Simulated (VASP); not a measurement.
A run of VASP 6.6.1 is set up as follows.

The input INCAR:

```
SYSTEM = Hf
PREC = Accurate
ENCUT = 520
EDIFF = 1E-6
ISMEAR = -1
SIGMA = 0.1
LREAL = .False.
LASPH = .True.
NELM = 80
ALGO = Normal
ISIF = 2
LWAVE = .False.
LCHARG = .False.
GGA = PS
NBANDS = 17
```

Contents of KPOINTS:

```
regular mesh
0
Gamma
  19 19 10
  0 0 0
```

POSCAR

```
Hf
1.0
    3.0720908765      0.0000000000      0.0000000000
   -1.5360454383      2.6605087418      0.0000000000
    0.0000000000      0.0000000000      4.8675439381
Hf
2
Direct
    0.3333333333      0.6666666667      0.2500000000
    0.6666666667      0.3333333333      0.7500000000
```

Potentials or basis: VASP PAW PBE potentials, release 64 (Hf_pv).

Run with:

```sh
$ cat potpaw_PBE.64/Hf_pv/POTCAR > POTCAR
$ mpirun -np 1 vasp_std > vasp.out
```

Q: Estimate the pressure.

A: 10.5 GPa.

Q: What does it give for the band gap on the k mesh?

A: Zero (band 10 reaches 6.78 eV, above the bottom of band 11 at 5.16 eV).

Stress tensor (GPa, compression positive):
```
10.30  0.00  0.00
 0.00 10.30  0.00
 0.00  0.00 10.84
```

Caveat: the PAW data sets were made with another functional, which shifts forces and pressure a little; spin-orbit coupling is left out, which moves the levels of the heavy elements.
